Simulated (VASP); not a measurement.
Runs of VASP 6.6.1 on NaCl. The structure is that of space group Pm-3m (No. 221), or close to it. The cells are those of the table. 

```csv
task,level,cell,cutoff (eV),smearing,gap on the mesh (eV),pressure (GPa)
single point,PBEsol,"a = 3.603, b = 3.393, c = 3.393 Å, 2 atoms",520,gaussian 0.02 eV,3.76,-0.2
single point,PBEsol,"a = 3.386 Å, 2 atoms",520,gaussian 0.02 eV,(b),1.8
single point,PBEsol,"a = 3.459 Å, 2 atoms",520,gaussian 0.02 eV,3.96,-0.3
single point,PBEsol,"a = 3.532 Å, 2 atoms",520,gaussian 0.02 eV,3.76,-1.8
single point,PBEsol,"a = 3.669 Å, 2 atoms",520,gaussian 0.02 eV,3.45,-3.5
single point,PBEsol,"a = 3.447 Å, 2 atoms",520,gaussian 0.01 eV,3.99,0.0
single point,PBEsol,"a = 3.447 Å, 2 atoms",520,gaussian 0.02 eV,3.99,0.0
single point,PBEsol,"a = 3.482 Å, angles 88.8, 91.2, 91.2°, 2 atoms",520,gaussian 0.02 eV,3.90,-0.8
relaxation of cell and atoms,PBEsol,"relaxed from a = 3.502 Å, 2 atoms",600,gaussian 0.02 eV,3.99,0.0
single point,PBEsol,"a = 3.473 Å, 2 atoms",520,gaussian 0.02 eV,3.92,-0.6
single point,r2SCAN,"a = 3.418 Å, 2 atoms",520,gaussian 0.02 eV,5.09,1.0
single point,PBEsol,"a = 3.454 Å, 2 atoms",520,gaussian 0.02 eV,(a),-0.2
```

Alike in all rows: potentials or basis VASP PAW PBE potentials, release 64 (Na_pv, Cl); no spin polarisation; k mesh 6 × 6 × 6.

Fill in the values left out.

(a) 3.97; (b) 4.18.

Caveats: the PAW data sets were made with another functional, which shifts forces and pressure a little.

A k mesh can miss the band edges.
